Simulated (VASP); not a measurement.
MgO: single point with LDA

The system is MgO.

```
Mg O
1.0
     0.00000    2.01463    2.01463
     2.01463    0.00000    2.01463
     2.01463    2.01463    0.00000
Mg O
1 1
Direct
  0.00000 0.00000 0.00000
  0.50000 0.50000 0.50000
```

```json
{"Program": "VASP 6.6.1", "Task": "single point", "Functional": "LDA", "Potentials or basis": "VASP PAW LDA potentials, release 64 (Mg, O)", "Cutoff": "600 eV", "k mesh": "10 × 10 × 10", "Occupations": "methfessel-paxton, width 0.05 eV", "Spin": "no spin polarisation", "Dipole correction": "no", "Further INCAR settings": "ALGO = Normal; EDIFF = 1e-06; NBANDS = 11"}
```

```yaml
Pressure: 18.0 GPa
Band_gap_on_the_k_mesh: 6.07 eV, direct
```

Levels at points of the mesh, in eV from the valence-band top:
```tsv
k point	band 1	band 2	band 3	band 4	band 5	band 6	band 7	band 8
(0.00, 0.00, 0.00)	-17.76	0.00	0.00	0.00	6.07	16.24	16.24	16.24
(0.50, 0.00, 0.00)	-16.03	-5.33	-0.84	-0.84	8.60	13.94	17.40	17.40
(0.50, 0.50, 0.00)	-15.71	-4.73	-1.57	-1.57	8.98	11.22	14.35	20.73
```

Wall time 7 s on 1 thread of Intel Xeon 6975P-C (shared host), peak memory 0.13 GiB.
